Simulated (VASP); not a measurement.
# H4C in VASP: further runs, part 2 of 2

VASP 6.6.1. The steps go on from the part before.

**3. Single point, PBE+D3(BJ)**

The input, INCAR:

```
ALGO     = Normal         # electronic algorithm
EDIFF    = 1E-7           # SCF threshold, eV
ENCUT    = 520            # plane-wave cutoff, eV
GGA      = PE             # functional
ISIF     = 2              # what is computed and relaxed
ISMEAR   = -1             # smearing method
IVDW     = 12             # dispersion correction
LASPH    = True           # aspherical terms in the spheres
LCHARG   = False          # write CHGCAR
LREAL    = Auto         
LWAVE    = False          # write WAVECAR
NBANDS   = 58             # bands
NELM     = 60             # most SCF steps
PREC     = Accurate       # precision mode
SIGMA    = 0.02           # smearing width, eV
```

The input, KPOINTS:

```
k-points
0
Gamma
  1 1 1
```

The input, POSCAR:

```
H4C
1.0
    7.9581140000      0.0000000000      0.0000000000
    0.0000000000      7.9581140000      0.0000000000
    0.0000000000      0.0000000000      7.9581140000
C H
8 32
Direct
    0.9080292140      0.5955054175     -0.0233849377
    0.7966586053      0.0129427651      0.4930690865
    0.2823281999      0.2923933987      0.0812001437
    0.7986691319      0.1413777184      0.9970327140
    0.2994553735      0.0597880352      0.6115644988
    0.7543621516      0.4581110550      0.3555867634
    0.4094814425      0.8894318428      0.1414908105
    0.5428798833      0.6494629255      0.6774343770
    0.8839154604      0.5737540327     -0.1586054183
    0.9257218482      0.4781660579      0.0567973769
    0.8117878181      0.6221323293      0.0717129712
    1.0301310084      0.6452031222     -0.0208592136
    0.8654311813      0.0538318501      0.6112252225
    0.8172288057     -0.1078270555      0.4354423674
    0.8255222280      0.1020342257      0.3844001229
    0.6600935850      0.0325579654      0.5069919833
    0.2365384562      0.3945030192      0.1425714686
    0.3102996514      0.2077502283      0.2040433198
    0.4183151938      0.3475949201      0.0578654691
    0.2172625323      0.2305571395     -0.0338271103
    0.8420336778      0.2264104284      0.9015829630
    0.7259006342      0.1960891739      1.1004868742
    0.9290769145      0.0821802754      1.0453356160
    0.7275844503      0.0449980988      0.9183959918
    0.1937142393     -0.0156444102      0.6406794374
    0.3966517695      0.0100275015      0.7041995126
    0.2760327384      0.1966672003      0.6418480560
    0.3202014950      0.0384764531      0.4725617150
    0.8793666439      0.4128239430      0.3542547895
    0.6992862882      0.4551832256      0.5021038904
    0.6592265454      0.3631011066      0.2934866226
    0.7600418893      0.5770337042      0.2731677380
    0.5221337618      0.9736226448      0.1239364000
    0.3307190623      0.8786880912      0.2548845116
    0.4363722359      0.7500018220      0.1221520576
    0.3334709706      0.9471339566      0.0360638212
    0.5788808755      0.7800089318      0.6573291109
    0.4147465090      0.7048278022      0.7474886638
    0.6440470694      0.5816704812      0.7366192543
    0.5100203390      0.5769834411      0.5598060043
```

Potentials or basis: VASP PAW PBE potentials, release 64 (C, H).

Launch:

```console
> cat potpaw_PBE.64/C/POTCAR potpaw_PBE.64/H/POTCAR > POTCAR
> mpirun -np 1 vasp_gam > vasp.out
```

It took 73 s on 1 thread of Intel Xeon Platinum 8559C (Emerald Rapids), shared host; peak memory 0.45 GiB.

The run converged. Its results:

```yaml
Free_energy: -188.9947 eV
Pressure: -2.6 GPa
Largest_force: 4.871 eV/Å
Band_gap_on_the_k_mesh: 5.95 eV
Dispersion_energy_per_atom: -0.026 eV
```

Forces in eV/Å, atoms in the order of the input:
```
C   -0.409 -2.854  1.092
C   -0.239  2.232 -0.855
C    3.908 -2.875  0.429
C    1.811 -2.364 -0.306
C    1.130  0.652  0.180
C   -3.315 -0.417  0.938
C   -0.157 -0.694 -1.605
C   -3.303  1.603 -0.141
H   -0.726 -0.204  0.761
H    0.541 -0.290 -1.721
H   -0.315  1.957 -1.099
H    1.188  1.585  0.662
H   -0.418 -0.807 -1.156
H    0.377 -0.778  0.549
H    0.142 -0.459  1.136
H    0.204 -0.245  0.308
H   -2.388  2.644  0.732
H   -0.701  0.652 -2.467
H   -1.687 -1.183 -0.485
H    0.820  0.994  1.805
H   -0.064  1.080 -0.160
H    0.149 -0.010 -0.369
H   -2.373  0.666 -0.495
H    0.464  0.520  1.175
H   -1.433 -0.397  0.349
H   -0.296  0.564 -1.305
H    0.077 -1.015 -0.347
H    0.468  0.298  1.224
H    1.111 -0.913  0.091
H    1.480  0.787 -3.148
H    1.589  1.257  0.521
H   -0.736 -0.902  1.742
H   -0.460 -0.902  1.338
H    0.530  1.051  0.132
H    0.195  1.321 -0.543
H   -0.045 -1.084  0.655
H    1.008 -0.047 -1.017
H    2.184 -2.375 -0.520
H   -0.198 -0.142  1.108
H   -0.110  1.095  0.812
```

Stress tensor (GPa, compression positive):
```
-1.58 -0.79 -0.68
-0.79 -1.01  0.72
-0.68  0.72 -5.19
```

Levels at points of the mesh, in eV from the valence-band top:
```csv
k point,band 29,band 30,band 31,band 32,band 33,band 34,band 35,band 36
"(0.00, 0.00, 0.00)",-0.69,-0.60,-0.16,0.00,5.95,7.85,7.94,8.09
```

Caveat: the k points lie up to 0.79 Å⁻¹ apart.

**4. Single point, PBE+D3(BJ)**

The input, INCAR:

```
SYSTEM = H4C
PREC     = Accurate       ! precision mode
ENCUT    = 520            ! plane-wave cutoff, eV
EDIFF    = 1E-6           ! SCF threshold, eV
ISMEAR   = -1             ! smearing method
SIGMA    = 0.02           ! smearing width, eV
LREAL    = Auto         
LASPH    = .TRUE.         ! aspherical terms in the spheres
NELM     = 100            ! most SCF steps
ALGO     = Normal         ! electronic algorithm
ISIF     = 2              ! what is computed and relaxed
LWAVE    = .FALSE.        ! write WAVECAR
LCHARG   = .FALSE.        ! write CHGCAR
GGA      = PE             ! functional
IVDW     = 12             ! dispersion correction
NBANDS   = 58             ! bands
```

The input, KPOINTS:

```
regular mesh
0
G
  1 1 1
  0 0 0
```

The input, POSCAR:

```
H4C
1.0
    7.9581140000      0.0000000000      0.0000000000
    0.0000000000      7.9581140000      0.0000000000
    0.0000000000      0.0000000000      7.9581140000
C H
8 32
Direct
    0.8519983504      0.5438097519     -0.0472473754
    0.7861913011      0.0568602058      0.5022672457
    0.2683676057      0.3056503086      0.0262373723
    0.8304857156      0.1159445567      0.9992694249
    0.3436743932      0.1291889008      0.6290309488
    0.7651184690      0.4506218433      0.3384972872
    0.3663179492      0.8896831586      0.1283092954
    0.5465113970      0.7007690516      0.6952903665
    0.7500143878      0.5284417891      0.0402859270
    0.8135595946      0.4937602050     -0.1624756821
    0.9487926411      0.4485107904     -0.0631431015
    0.9280213880      0.6523907549     -0.0542590870
    0.9089339509      0.0014576318      0.5569410039
    0.7719291279      0.0555282319      0.3627115671
    0.7802602476      0.1760341709      0.5612133729
    0.6711263498     -0.0350711236      0.5407185672
    0.2580636568      0.4556732914      0.0046367770
    0.1582661420      0.2605768151      0.0779833011
    0.3620455801      0.3033884662      0.1179173860
    0.2920541224      0.2448947075     -0.0872065919
    0.8613221675      0.1586556815      0.8639484179
    0.6847727992      0.0948088957      1.0350567986
    0.8791907228      0.2248899676      1.0769762786
    0.9208840185      0.0190497397      1.0289498240
    0.3504096574     -0.0260237539      0.5685894924
    0.4060509814      0.1490554169      0.7425503078
    0.2156792426      0.0741004715      0.6877006286
    0.3594318955      0.2422558913      0.5539629113
    0.9023369105      0.4391115784      0.2681162899
    0.8367811770      0.4361963149      0.4639918453
    0.6973260247      0.3422167614      0.2842507659
    0.7183737252      0.5754504145      0.3290226805
    0.5038254039      0.8353863742      0.1103276480
    0.3995670331      1.0104278476      0.1805452900
    0.2938007674      0.8107071600      0.2251538493
    0.2908352406      0.9118240829      0.0256216485
    0.5470517261      0.8275201888      0.7650053769
    0.4258546686      0.6591637164      0.6887058919
    0.6648811515      0.6312425281      0.7484059665
    0.6020019316      0.7048529337      0.5629851495
```

Launch:

```console
> cat potpaw_PBE.64/C/POTCAR potpaw_PBE.64/H/POTCAR > POTCAR
> mpirun -np 1 vasp_gam > vasp.out
```

It took 80 s on 1 thread of Intel Xeon Platinum 8559C (Emerald Rapids), shared host; peak memory 0.44 GiB.

The run converged. Its results:

```yaml
Free_energy: -187.6760 eV
Pressure: -1.1 GPa
Largest_force: 6.394 eV/Å
Band_gap_on_the_k_mesh: 5.27 eV
Dispersion_energy_per_atom: -0.027 eV
```

Forces in eV/Å, atoms in the order of the input:
```
C    1.051 -1.436 -0.452
C   -0.785 -3.660  0.411
C   -0.018  4.747 -0.433
C   -0.789  2.008 -0.144
C   -3.201 -5.520 -0.419
C    5.243 -1.531  0.230
C    2.822 -1.744  3.118
C    5.603  1.978 -0.122
H    0.339  0.035  0.499
H   -1.536  0.712 -2.305
H    0.629 -0.776  2.065
H   -0.149  1.612 -0.080
H   -1.295  0.186 -1.166
H    0.763  0.352  0.701
H   -0.650  1.156  0.180
H    2.094  1.842 -0.152
H   -0.205 -2.520  0.019
H   -2.101 -0.629  0.944
H    1.672 -0.618  1.104
H    0.641 -0.706 -1.374
H   -0.974 -0.674  1.363
H    2.732  0.056 -0.955
H   -0.712 -0.721 -0.434
H   -0.302 -0.937  0.162
H    1.231  3.817  0.723
H    1.835 -0.397  1.280
H    0.948  2.378 -1.189
H   -0.800 -0.341 -0.665
H   -2.581  0.671  0.472
H   -1.929 -0.289 -0.719
H   -0.195  0.534  0.781
H   -0.562  0.727 -0.381
H   -2.333  0.232 -0.346
H   -0.335  0.560  0.582
H    0.892  0.828 -0.918
H   -1.023  0.008 -2.371
H    0.105 -1.122 -1.151
H   -2.599 -1.843  0.304
H   -2.556  0.213  0.049
H   -0.969  0.810  0.792
```

Stress tensor (GPa, compression positive):
```
-2.89 -1.04  1.69
-1.04 -1.70 -0.75
 1.69 -0.75  1.21
```

Levels at points of the mesh, in eV from the valence-band top:
```csv
k point,band 29,band 30,band 31,band 32,band 33,band 34,band 35,band 36
"(0.00, 0.00, 0.00)",-1.04,-0.77,-0.36,0.00,5.27,7.00,7.22,7.34
```

Caveat: the k points lie up to 0.79 Å⁻¹ apart.

**5. The runs side by side**

| cell | gap on the mesh (eV) | pressure (GPa) | largest force (eV/Å) |
| --- | --- | --- | --- |
| as given, atomic positions A | 7.39 | 0.0 | 0.27 |
| as given, atomic positions B | 5.95 | -2.6 | 4.87 |
| as given, atomic positions C | 5.27 | -1.1 | 6.39 |

Alike in all rows: task single point; level PBE+D3(BJ); potentials or basis VASP PAW PBE potentials, release 64 (C, H); no spin polarisation; k mesh 1 × 1 × 1; cutoff (eV) 520; smearing fermi-dirac 0.02 eV.

Caveats: all runs use coarse meshes.

Absolute energies hang on the potentials; compare differences alone.
